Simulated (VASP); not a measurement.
Wanted: the native input for a VASP 6.6.1 run.

* Task: relaxation of cell and atoms
* Functional: PBEsol
* Potentials or basis: VASP PAW PBE potentials, release 64 (Sc_sv)
* Cutoff: 600 eV
* k mesh: 7 × 7 × 7
* Occupations: fermi-dirac, width 0.1 eV
* Spin: no spin polarisation
* Target pressure: 40 GPa
* Dipole correction: no
* Further INCAR settings: ALGO = Normal; EDIFF = 1e-06; IBRION = 2; EDIFFG = -0.01; NSW = 50; ISIF = 3

The structure of Sc lies in POSCAR:

```
Sc
1.0
    3.0200000000      0.0000000000      0.0000000000
    0.0000000000      3.0200000000      0.0000000000
    0.0000000000      0.0000000000      3.0200000000
Sc
1
Direct
    0.0000000000      0.0000000000      0.0000000000
```

One way to write it, as run:

INCAR

```
  PREC = Accurate
  ENCUT = 600
  EDIFF = 1E-6
  ISMEAR = -1
  SIGMA = 0.1
  LREAL = F
  LASPH = T
  NELM = 60
  ALGO = Normal
  ISIF = 3
  LWAVE = F
  LCHARG = F
  GGA = PS
  IBRION = 2
  NSW = 50
  EDIFFG = -0.01
  PSTRESS = 400.0
```

KPOINTS

```
Automatic mesh
0
Gamma
  7 7 7
```

Potentials or basis: VASP PAW PBE potentials, release 64 (Sc_sv).

Command:

```sh
$ cat potpaw_PBE.64/Sc_sv/POTCAR > POTCAR
$ mpirun -np 1 vasp_std > vasp.out
```

Results of the run:

* Relaxed volume: 15.06 Å³/atom
* Relaxed cell: a = 2.470 Å, b = 2.470 Å, c = 2.470 Å, α = 90.00°, β = 90.00°, γ = 90.00°
* Space group after relaxing (to 0.05 Å): Pm-3m (No. 221)
* Energy change on relaxing (the enthalpy is what falls): +845.8 meV/atom
* Ionic steps: 18
* Pressure after relaxing: 40.0 GPa

Caveat: the cell is relaxed towards a set pressure, so the enthalpy falls and the energy may rise; the volume moved by over 15 % at a fixed basis, so the end points are rough; the PAW data sets were made with another functional, which shifts forces and pressure a little.

Wall time 21 s on 1 thread of Intel(R) Xeon(R) 6975P-C (Granite Rapids), on a shared host, peak memory 0.15 GiB.
